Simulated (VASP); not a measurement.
# Ti in VASP: a series of runs, part 2 of 2

VASP 6.6.1.

## Step 3: Single point, r2SCAN

Input file POSCAR:

```
Ti
1.0
    0.0000000000      2.0560175227      2.0560175227
    2.0560175227      0.0000000000      2.0560175227
    2.0560175227      2.0560175227      0.0000000000
Ti
1
Direct
    0.0000000000      0.0000000000      0.0000000000
```

Input file INCAR.step1:

```
  ALGO = Normal
  EDIFF = 1E-4
  ENCUT = 520
  GGA = PE
  ISMEAR = 0
  LASPH = T
  LCHARG = F
  LREAL = F
  LWAVE = T
  NBANDS = 12
  NELM = 60
  PREC = Accurate
  SIGMA = 0.1
```

Input file INCAR.step2:

```
  ALGO = Normal
  EDIFF = 1E-7
  ENCUT = 520
  ISIF = 2
  ISMEAR = 0
  ISTART = 1
  LASPH = T
  LCHARG = T
  LELF = T
  LMIXTAU = T
  LREAL = F
  LVHAR = T
  LWAVE = F
  METAGGA = R2SCAN
  NBANDS = 12
  NELM = 60
  PREC = Accurate
  SIGMA = 0.1
```

Input file KPOINTS:

```
k-points
0
Gamma
  18 18 18
```

Potentials or basis: VASP PAW PBE potentials, release 64 (Ti_sv).

Run with:

```sh
> cat potpaw_PBE.64/Ti_sv/POTCAR > POTCAR
> cp INCAR.step1 INCAR
> mpirun -np 1 vasp_std > vasp.out
> cp INCAR.step2 INCAR
> mpirun -np 1 vasp_std > vasp.out
```

Wall time 4.1 min (1 thread of Intel Xeon 8259CL, shared host); peak memory 0.17 GiB.

The run converged. Its results:

```yaml
Free_energy: -12.8837 eV
Pressure: 0.3 GPa
Band_gap_on_the_k_mesh: zero (band 6 reaches 9.22 eV, above the bottom of band 7 at 7.79 eV)
```

Levels at points of the mesh, in eV from the Fermi level:
```tsv
k point	band 4	band 5	band 6	band 7	band 8	band 9
(0.00, 0.00, 0.00)	-33.85	-6.47	1.00	1.00	1.00	2.80
(0.50, 0.00, 0.00)	-33.94	-2.70	0.45	0.93	0.93	3.83
(0.50, 0.50, 0.00)	-34.09	-2.64	-1.77	2.81	3.89	4.06
```

Caveat: the PAW data sets were made with another functional, which shifts forces and pressure a little.

## Step 4: Single point, PBE (strain along c alone, the other axes held: -4.0 %)

Input file INCAR:

```
SYSTEM = Ti
PREC = Accurate
ENCUT = 520
EDIFF = 1E-6
ISMEAR = 0
SIGMA = 0.1
LREAL = .FALSE.
LASPH = .TRUE.
NELM = 80
ALGO = Fast
ISIF = 2
LWAVE = .FALSE.
LCHARG = .FALSE.
GGA = PE
NBANDS = 19
```

Input file KPOINTS:

```
regular mesh
0
G
  18 18 12
  0 0 0
```

Input file POSCAR:

```
Ti
1.0
    2.0560175230      2.0560175230      0.0000000000
   -2.0560175230      2.0560175230      0.0000000000
    0.0000000000      0.0000000000      3.9475536441
Ti
2
Direct
    0.0000000000      0.0000000000      0.0000000000
    0.5000000000      0.5000000000      0.5000000000
```

Potentials or basis: VASP PAW PBE potentials, release 64 (Ti_sv).

Run with:

```sh
> cat potpaw_PBE.64/Ti_sv/POTCAR > POTCAR
> mpirun -np 1 vasp_std > vasp.out
```

OUTCAR:

```text
SYSTEM = Ti
   PREC = Accurate
   ENCUT = 520
   EDIFF = 1E-6
   ISMEAR = 0
   LREAL = .FALSE.
   LASPH = .TRUE.
   NELM = 80
   ISIF = 2
   GGA = PE

 ion  position               nearest neighbor table
   1  0.000  0.000  0.000-   2 2.85   2 2.85   2 2.85   2 2.85   2 2.85   2 2.85   2 2.85   2 2.85

   2  0.500  0.500  0.500-   1 2.85   1 2.85   1 2.85   1 2.85   1 2.85   1 2.85   1 2.85   1 2.85

  LATTYP: Found a simple tetragonal cell.
 ALAT       =     2.9076478655
 C/A-ratio  =     1.3576450199

  Lattice vectors:

 A1 = (   2.0560175230,   2.0560175230,   0.0000000000)
 A2 = (  -2.0560175230,   2.0560175230,   0.0000000000)
 A3 = (   0.0000000000,   0.0000000000,   3.9475536441)

Analysis of symmetry for initial positions (statically):
=====================================================================
 Subroutine PRICEL returns following result:

  LATTYP: Found a body centered tetragonal cell.
 ALAT       =     2.9076478655
 C/A-ratio  =     1.3576450199

  Lattice vectors:

 A1 = (   0.0000000000,  -2.0560175230,  -1.9737768221)
 A2 = (   0.0000000000,   2.0560175230,  -1.9737768220)
 A3 = (   2.0560175230,   0.0000000000,   1.9737768221)
[... 180 lines left out ...]

  energy without entropy =      -15.52379206  energy(sigma->0) =      -15.53277564

 E-fermi :   8.6496     XC(G=0): -11.6882

 val. band max:        8.6470365044   @ k =   0.3333   0.0000   0.5000
 cond. band min:       8.6498845979   @ k =   0.4444   0.3333   0.4167
 fundamental gap:      0.0028480935
 Fermi energy:         8.6495718291

 k-point     1 :       0.0000    0.0000    0.0000
  band No.  band energies     occupation
      1     -47.9909      2.00000
      2     -47.7865      2.00000
      3     -24.5053      2.00000
      4     -24.1020      2.00000
      5     -24.1020      2.00000
      6     -23.8033      2.00000
[... 505 lines left out ...]
      6     -24.0231      2.00000
[... 11 lines left out ...]
     18      12.0496      0.00000
     19      12.1525      0.00000

 [... further k-points ...]

------------------------ aborting loop because EDIFF is reached ----------------------------------------

  FORCE on cell =-STRESS in cart. coord.  units (eV):
  Direction    XX          YY          ZZ          XY          YZ          ZX
  --------------------------------------------------------------------------------------
  -------------------------------------------------------------------------------------
  Total        0.7524778      0.7524778      1.0519304      0.0000000      0.0000000      0.0000000
  in kB       36.1237301     36.1237301     50.4993657      0.0000000      0.0000000      0.0000000
  external PRESSURE =      40.9156086 kB  Pullay stress =       0.0000000 kB

 VOLUME and BASIS-vectors are now :
 -----------------------------------------------------------------------------
  energy-cutoff  :      520.00
  volume of cell :       33.37
      direct lattice vectors                 reciprocal lattice vectors
     2.056017523  2.056017523  0.000000000     0.243188589  0.243188589  0.000000000
    -2.056017523  2.056017523  0.000000000    -0.243188589  0.243188589  0.000000000
     0.000000000  0.000000000  3.947553644     0.000000000  0.000000000  0.253321447

 POSITION                                       TOTAL-FORCE (eV/Angst)
 -----------------------------------------------------------------------------------
      0.00000      0.00000      0.00000        -0.000000      0.000000      0.000000
      0.00000      2.05602      1.97378         0.000000     -0.000000     -0.000000
 -----------------------------------------------------------------------------------
    total drift:                               -0.000000      0.000000     -0.000000

  FREE ENERGIE OF THE ION-ELECTRON SYSTEM (eV)
  ---------------------------------------------------
  free  energy   TOTEN  =       -15.5417592326 eV

  energy  without entropy=      -15.5237920553  energy(sigma->0) =      -15.53277564
```

stdout:

```text
POSCAR found type information on POSCAR Ti
 POSCAR found :  1 types and       2 ions
 scaLAPACK will be used
 LDA part: xc-table for (Slater+PW92), standard interpolation
 POSCAR, INCAR and KPOINTS ok, starting setup
 FFT: planning ... GRIDC
 FFT: planning ... GRID_SOFT
 FFT: planning ... GRID
 WAVECAR not read
 entering main loop
WARNING in EDDRMM: call to ZHEGV failed, returncode =   8  4     18
WARNING in EDDRMM: call to ZHEGV failed, returncode =   8  4     14
WARNING in EDDRMM: call to ZHEGV failed, returncode =   6  3     18
WARNING in EDDRMM: call to ZHEGV failed, returncode =   6  3     13
WARNING in EDDRMM: call to ZHEGV failed, returncode =   8  4      4
WARNING in EDDRMM: call to ZHEGV failed, returncode =   8  4      5
WARNING in EDDRMM: call to ZHEGV failed, returncode =   6  3      9
WARNING in EDDRMM: call to ZHEGV failed, returncode =   6  3      5
WARNING in EDDRMM: call to ZHEGV failed, returncode =   6  3      9
WARNING in EDDRMM: call to ZHEGV failed, returncode =   6  3     15
[... 4 lines left out ...]
WARNING in EDDRMM: call to ZHEGV failed, returncode =   8  4      3
WARNING in EDDRMM: call to ZHEGV failed, returncode =   6  3     12
WARNING in EDDRMM: call to ZHEGV failed, returncode =   8  4     10
WARNING in EDDRMM: call to ZHEGV failed, returncode =   8  4     10
WARNING in EDDRMM: call to ZHEGV failed, returncode =   8  4      6
WARNING in EDDRMM: call to ZHEGV failed, returncode =   8  4      6
WARNING in EDDRMM: call to ZHEGV failed, returncode =   6  3      9
WARNING in EDDRMM: call to ZHEGV failed, returncode =   8  4      9
WARNING in EDDRMM: call to ZHEGV failed, returncode =   6  3     10
WARNING in EDDRMM: call to ZHEGV failed, returncode =   6  3     10
```

Run time: 3.3 min. Hardware: 1 thread of Intel Xeon 6975P-C (Granite Rapids), shared host; peak memory 0.3 GiB.

What came out:

```
Free energy            : -15.5418 eV
Pressure               : 4.1 GPa
Band gap on the k mesh : zero (band 12 reaches 9.51 eV, above the bottom of band 13 at 8.20 eV)
```

Caveat: the cell differs from its parent crystal (strain along c alone, the other axes held: -4.0 %).

## Step 5: Summary

```tsv
level	potentials or basis	cell	k mesh	gap on the mesh (eV)	pressure (GPa)
LDA	VASP PAW LDA potentials, release 64 (Ti_sv)	a = 2.908 Å, angles 60.0°, 1 atom	18 × 18 × 18	none	-8.8
r2SCAN	VASP PAW PBE potentials, release 64 (Ti_sv)	a = 2.908 Å, angles 60.0°, 1 atom	18 × 18 × 18	none	0.3
PBE	VASP PAW PBE potentials, release 64 (Ti_sv)	a = 2.908, b = 2.908, c = 3.948 Å, 2 atoms	18 × 18 × 12	none	4.1
```

Alike in all rows: task single point; no spin polarisation; cutoff (eV) 520; smearing gaussian 0.1 eV.

Caveats: the PAW data sets were made with another functional, which shifts forces and pressure a little (some runs).

Absolute energies hang on the potentials; compare differences alone.
